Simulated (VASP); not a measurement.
# Fe (Fmmm) in VASP: further runs, part 2 of 2

VASP 6.6.1.

### Step 4. Electric field gradients, LDA, collinear spin, ferromagnetic start (11.66 Å³/atom)

This run uses another cell than the first one, of 11.66 Å³/atom.

Input file INCAR:

```
SYSTEM = Fe
  ALGO = Normal
  EDIFF = 1E-8
  ENCUT = 520
  GGA = CA
  ISIF = 2
  ISMEAR = -1
  ISPIN = 2
  LASPH = .True.
  LCHARG = .False.
  LEFG = .True.
  LMAXMIX = 4
  LORBIT = 11
  LREAL = .False.
  LWAVE = .False.
  MAGMOM = 3
  NBANDS = 14
  NELM = 150
  PREC = Accurate
  SIGMA = 0.05
```

Input file KPOINTS:

```
k-points
0
Gamma
  16 16 16
  0 0 0
```

Input file POSCAR:

```
Fe
1.0
    0.0000000000      1.9545992686      1.9781194830
    1.5083634409      0.0000000000      1.9781194830
    1.5083634409      1.9545992686      0.0000000000
Fe
1
Direct
    0.0000000000      0.0000000000      0.0000000000
```

Potentials or basis: VASP PAW LDA potentials, release 64 (Fe).

Started as:

```sh
$ cat potpaw_LDA.64/Fe/POTCAR > POTCAR
$ mpirun -np 1 vasp_std > vasp.out
```

OUTCAR:

```text
SYSTEM = Fe
   EDIFF = 1E-8
   ENCUT = 520
   GGA = CA
   ISIF = 2
   ISMEAR = -1
   ISPIN = 2
   LASPH = .True.
   LORBIT = 11
   LREAL = .False.
   NELM = 150
   PREC = Accurate

 ion  position               nearest neighbor table
   1  0.000  0.000  0.000-

  LATTYP: Found a face centered orthorhombic cell.
 ALAT       =     3.0167268818
 B/A-ratio  =     1.2958410524
 C/A-ratio  =     1.3114342534

  Lattice vectors:

[... 1048 lines left out ...]
  free  energy   TOTEN  =        -9.1081234722 eV

  energy  without entropy=       -9.0980092072  energy(sigma->0) =       -9.10306634

 Electric field gradients (V/A^2)
---------------------------------------------------------------------
 ion       V_xx      V_yy      V_zz      V_xy      V_xz      V_yz
---------------------------------------------------------------------
   1       7.473    -3.751    -3.722     0.003    -0.003     0.000
---------------------------------------------------------------------

 Electric field gradients after diagonalization (V/A^2)
 (convention: |V_zz| > |V_xx| > |V_yy|)
----------------------------------------------------------------------
 ion       V_xx      V_yy      V_zz     asymmetry (V_yy - V_xx)/ V_zz
----------------------------------------------------------------------
   1      -3.751    -3.722     7.473       0.004
----------------------------------------------------------------------

           NMR quadrupolar parameters

 Cq : quadrupolar parameter    Cq=e*Q*V_zz/h
 eta: asymmetry parameters     (V_yy - V_xx)/ V_zz
 Q  : nuclear electric quadrupole moment in mb (millibarn)
----------------------------------------------------------------------
 ion       Cq(MHz)       eta       Q (mb)
----------------------------------------------------------------------
   1       0.018       0.004       1.000
----------------------------------------------------------------------

 total charge

# of ion       s       p       d       tot
------------------------------------------
    1        0.478   0.511   6.238   7.228

 magnetization (x)

# of ion       s       p       d       tot
------------------------------------------
    1       -0.011  -0.033   2.202   2.159
```

OSZICAR:

```text
N       E                     dE             d eps       ncg     rms          rms(c)
DAV:   1     0.211034790749E+02    0.21103E+02   -0.37903E+03 38246   0.711E+02
DAV:   2    -0.926551233104E+01   -0.30369E+02   -0.27867E+02 37896   0.130E+02
DAV:   3    -0.102114379337E+02   -0.94593E+00   -0.93743E+00 42160   0.238E+01
DAV:   4    -0.102149439082E+02   -0.35060E-02   -0.35055E-02 40428   0.129E+00
DAV:   5    -0.102149638659E+02   -0.19958E-04   -0.19957E-04 42510   0.101E-01    0.115E+01
DAV:   6    -0.923814025845E+01    0.97682E+00   -0.11224E+01 44148   0.405E+01    0.604E+00
DAV:   7    -0.912628581663E+01    0.11185E+00   -0.88558E-01 43194   0.110E+01    0.331E+00
DAV:   8    -0.911671654470E+01    0.95693E-02   -0.45458E-03 40310   0.403E-01    0.120E+00
DAV:   9    -0.910842384280E+01    0.82927E-02   -0.58885E-03 49048   0.370E-01    0.292E-01
DAV:  10    -0.910810559807E+01    0.31824E-03   -0.15378E-04 44070   0.191E-01    0.756E-02
DAV:  11    -0.910812212653E+01   -0.16528E-04   -0.92853E-05 44170   0.818E-02    0.322E-02
DAV:  12    -0.910812250965E+01   -0.38312E-06   -0.14389E-06 41038   0.145E-02    0.128E-02
DAV:  13    -0.910812379663E+01   -0.12870E-05   -0.88682E-07 46776   0.652E-03    0.870E-03
DAV:  14    -0.910812354884E+01    0.24779E-06   -0.21976E-07 42634   0.476E-03    0.342E-03
DAV:  15    -0.910812347914E+01    0.69698E-07   -0.68712E-09 23648   0.851E-04    0.954E-04
DAV:  16    -0.910812347219E+01    0.69535E-08   -0.27843E-09 18804   0.435E-04
   1 F= -.91081235E+01 E0= -.91030663E+01  d E =-.101143E-01  mag=     2.1827
```

stdout:

```text
POSCAR found type information on POSCAR Fe
 POSCAR found :  1 types and       1 ions
 scaLAPACK will be used
 LDA part: xc-table for (Slater(with rela. corr.)+CA(PZ))
 , standard interpolation
 POSCAR, INCAR and KPOINTS ok, starting setup
 FFT: planning ... GRIDC
 FFT: planning ... GRID_SOFT
 FFT: planning ... GRID
 WAVECAR not read
 entering main loop
ion   1
```

It took 2.6 min on 1 thread of AMD EPYC 9R45 (Zen 5), shared host; peak memory 0.22 GiB.

Results:

```yaml
Free_energy: -9.1081 eV
Pressure: -21.5 GPa
Net_moment: 2.18 μB per cell
Site_moments: Fe +2.16 μB
Largest_electric_field_gradient_by_atom: Fe +7.5 V/Å²
Valence_electrons_inside_the_program's_atomic_spheres: Fe 7.23
```

Electric field gradients, principal values (V/Å²):
| atom | least | middle | greatest (by size) |
| --- | --- | --- | --- |
| 1 Fe | -3.722 | -3.751 | 7.473 |

Caveat: the stress differs along the axes, from -27 to -18 GPa; without QUAD_EFG the Cq values of the log hold for a quadrupole moment of 1 mb, not for the nuclei.

### Step 5. Electric field gradients, LDA, collinear spin, ferromagnetic start (10.75 Å³/atom)

This run uses another cell than the first one, of 10.75 Å³/atom.

Input file INCAR:

```
PREC     = Accurate       # precision mode
ENCUT    = 520            # plane-wave cutoff, eV
EDIFF    = 1E-8           # SCF threshold, eV
ISMEAR   = -1             # smearing method
SIGMA    = 0.05           # smearing width, eV
LREAL    = F              # projectors in reciprocal space
LASPH    = T              # aspherical terms in the spheres
NELM     = 150            # most SCF steps
ALGO     = Normal         # electronic algorithm
ISIF     = 2              # what is computed and relaxed
LWAVE    = F              # write WAVECAR
LCHARG   = F              # write CHGCAR
ISPIN    = 2              # spin polarisation
MAGMOM   = 3              # initial moments
LORBIT   = 11             # projections on sites
LMAXMIX  = 4              # l up to which the mixer works
GGA      = CA             # functional
LEFG     = T            
NBANDS   = 14             # bands
```

Input file KPOINTS:

```
regular mesh
0
Gamma
  16 16 16
```

Input file POSCAR:

```
Fe
1.0
    0.0000000000      1.9021012276      1.9249897192
    1.4678507246      0.0000000000      1.9249897192
    1.4678507246      1.9021012276      0.0000000000
Fe
1
Direct
    0.0000000000      0.0000000000      0.0000000000
```

Potentials or basis: VASP PAW LDA potentials, release 64 (Fe).

Started as:

```sh
$ cat potpaw_LDA.64/Fe/POTCAR > POTCAR
$ mpirun -np 1 vasp_std > vasp.out
```

OUTCAR:

```text
PREC = Accurate
   ENCUT = 520
   EDIFF = 1E-8
   ISMEAR = -1
   LREAL = F
   LASPH = T
   NELM = 150
   ISIF = 2
   ISPIN = 2
   LORBIT = 11
   GGA = CA

 ion  position               nearest neighbor table
   1  0.000  0.000  0.000-

  LATTYP: Found a face centered orthorhombic cell.
 ALAT       =     2.9357014492
 B/A-ratio  =     1.2958410523
 C/A-ratio  =     1.3114342535

  Lattice vectors:

 A1 = (   0.0000000000,   1.9021012276,   1.9249897192)
[... 1047 lines left out ...]

  energy  without entropy=       -9.1873829004  energy(sigma->0) =       -9.19217485

 Electric field gradients (V/A^2)
---------------------------------------------------------------------
 ion       V_xx      V_yy      V_zz      V_xy      V_xz      V_yz
---------------------------------------------------------------------
   1      10.045    -5.272    -4.773     0.000     0.000     0.000
---------------------------------------------------------------------

 Electric field gradients after diagonalization (V/A^2)
 (convention: |V_zz| > |V_xx| > |V_yy|)
----------------------------------------------------------------------
 ion       V_xx      V_yy      V_zz     asymmetry (V_yy - V_xx)/ V_zz
----------------------------------------------------------------------
   1      -5.272    -4.773    10.045       0.050
----------------------------------------------------------------------

           NMR quadrupolar parameters

 Cq : quadrupolar parameter    Cq=e*Q*V_zz/h
 eta: asymmetry parameters     (V_yy - V_xx)/ V_zz
 Q  : nuclear electric quadrupole moment in mb (millibarn)
----------------------------------------------------------------------
 ion       Cq(MHz)       eta       Q (mb)
----------------------------------------------------------------------
   1       0.024       0.050       1.000
----------------------------------------------------------------------

 total charge

# of ion       s       p       d       tot
------------------------------------------
    1        0.513   0.585   6.302   7.400

 magnetization (x)

# of ion       s       p       d       tot
------------------------------------------
    1       -0.010  -0.033   2.000   1.957
```

OSZICAR:

```text
N       E                     dE             d eps       ncg     rms          rms(c)
DAV:   1     0.208139090238E+02    0.20814E+02   -0.38084E+03 38574   0.732E+02
DAV:   2    -0.932864903756E+01   -0.30143E+02   -0.27645E+02 38052   0.131E+02
DAV:   3    -0.102415665197E+02   -0.91292E+00   -0.90480E+00 42420   0.235E+01
DAV:   4    -0.102447232293E+02   -0.31567E-02   -0.31564E-02 40524   0.123E+00
DAV:   5    -0.102447397157E+02   -0.16486E-04   -0.16487E-04 42702   0.916E-02    0.126E+01
DAV:   6    -0.928687924674E+01    0.95786E+00   -0.94480E+00 45624   0.384E+01    0.484E+00
DAV:   7    -0.921760326237E+01    0.69276E-01   -0.51197E-01 43236   0.887E+00    0.304E+00
DAV:   8    -0.920617453266E+01    0.11429E-01   -0.46513E-03 44000   0.435E-01    0.120E+00
DAV:   9    -0.919726744924E+01    0.89071E-02   -0.60314E-03 48786   0.392E-01    0.234E-01
DAV:  10    -0.919695101304E+01    0.31644E-03   -0.18444E-04 44178   0.212E-01    0.468E-02
DAV:  11    -0.919696441854E+01   -0.13405E-04   -0.32389E-05 43620   0.557E-02    0.251E-02
DAV:  12    -0.919696606178E+01   -0.16432E-05   -0.88563E-07 41454   0.104E-02    0.109E-02
DAV:  13    -0.919696721168E+01   -0.11499E-05   -0.99447E-07 46334   0.695E-03    0.988E-03
DAV:  14    -0.919696680089E+01    0.41078E-06   -0.19200E-07 44394   0.441E-03    0.125E-03
DAV:  15    -0.919696679050E+01    0.10398E-07   -0.21910E-09 22536   0.504E-04    0.407E-04
DAV:  16    -0.919696679115E+01   -0.64858E-09   -0.45357E-10 18960   0.165E-04
   1 F= -.91969668E+01 E0= -.91921748E+01  d E =-.958389E-02  mag=     1.9871
```

It took 87 s on 1 thread of Intel Xeon 6975P-C (Granite Rapids), shared host; peak memory 0.24 GiB.

What came out:

```yaml
Free_energy: -9.1970 eV
Pressure: -8.4 GPa
Band_gap_on_the_k_mesh: zero (filled and empty bands overlap)
Net_moment: 1.99 μB per cell
Site_moments: Fe +1.96 μB
Largest_electric_field_gradient_by_atom: Fe +10.0 V/Å²
Valence_electrons_inside_the_program's_atomic_spheres: Fe 7.40
```

Stress tensor (GPa, compression positive):
```
-15.25   0.00   0.00
  0.00  -3.84   0.00
  0.00   0.00  -6.26
```

Electric field gradients, principal values (V/Å²):
```tsv
atom	least	middle	greatest (by size)
1 Fe	-4.773	-5.272	10.045
```

Caveat: the stress differs along the axes, from -15 to -4 GPa; without QUAD_EFG the Cq values of the log hold for a quadrupole moment of 1 mb, not for the nuclei.

### Step 6. Summary

```tsv
cell	gap on the mesh (eV)	pressure (GPa)	moment (μB)
a = 2.753, b = 2.463, c = 2.444 Å, angles 68.3, 56.2, 55.6°, 1 atom	none	-17.4	2.11
a = 2.781, b = 2.488, c = 2.469 Å, angles 68.3, 56.2, 55.6°, 1 atom	none	-21.5	2.18
a = 2.706, b = 2.421, c = 2.403 Å, angles 68.3, 56.2, 55.6°, 1 atom	none	-8.4	1.99
```

Alike in all rows: task electric field gradients; level LDA; potentials or basis VASP PAW LDA potentials, release 64 (Fe); spin collinear, ferromagnetic start; k mesh 16 × 16 × 16; cutoff (eV) 520; smearing fermi-dirac 0.05 eV.

Caveats: the stress differs along the axes, from -23 to -14 GPa (at least some runs); the stress differs along the axes, from -27 to -18 GPa (at least some runs); the stress differs along the axes, from -15 to -4 GPa (at least some runs).

Absolute energies hang on the potentials; compare differences alone.
